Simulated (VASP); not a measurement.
CdH2O2, 5 atoms in the cell. Symmetry: P3m1, No. 156, trigonal system. Conventional cell: a = 3.680 Å, b = 3.680 Å, c = 4.256 Å, α = 90.00°, β = 90.00°, γ = 120.00°. Within 2.9 Å of Cd (site symmetry 3m) lie 6 H at 2.13 to 2.84 Å and 6 O at 2.29 to 2.33 Å. Within 1.3 Å of H (site symmetry 3m) lie 1 O at 0.94 Å. Within 1.3 Å of H (site symmetry 3m) lie 1 O at 0.94 Å. O (site symmetry 3m) has 1 H at 0.94 Å within 1.3 Å. O (site symmetry 3m) has 1 H at 0.94 Å within 1.3 Å. 

```yaml
Program: VASP 6.6.1
Task: single point
Functional: PBEsol
Dispersion: D3(BJ)
Potentials_or_basis: VASP PAW PBE potentials, release 64 (Cd_sv_GW, H, O)
Cutoff: 600 eV
k_mesh: 6 × 6 × 4
Occupations: gaussian, width 0.01 eV
Spin: no spin polarisation
Dipole_correction: no
Further_INCAR_settings: ALGO = Normal; EDIFF = 1e-06; NBANDS = 25
```

Potentials or basis: VASP PAW PBE potentials, release 64 (Cd_sv_GW, H, O).

Run with:

```bash
$ cat potpaw_PBE.64/Cd_sv_GW/POTCAR potpaw_PBE.64/H/POTCAR potpaw_PBE.64/O/POTCAR > POTCAR
$ mpirun -np 1 vasp_std > vasp.out
```

Hardware: 1 thread of Intel(R) Xeon(R) Platinum 8375C CPU @ 2.90GHz (Ice Lake), with other jobs on the host.

Task: How long does it take, and how much memory?

Result: It took 38 s on 1 thread of Intel(R) Xeon(R) Platinum 8375C CPU @ 2.90GHz (Ice Lake), with other jobs on the host, peak memory 0.22 GiB. Counts: scf iterations 14, k points 24.
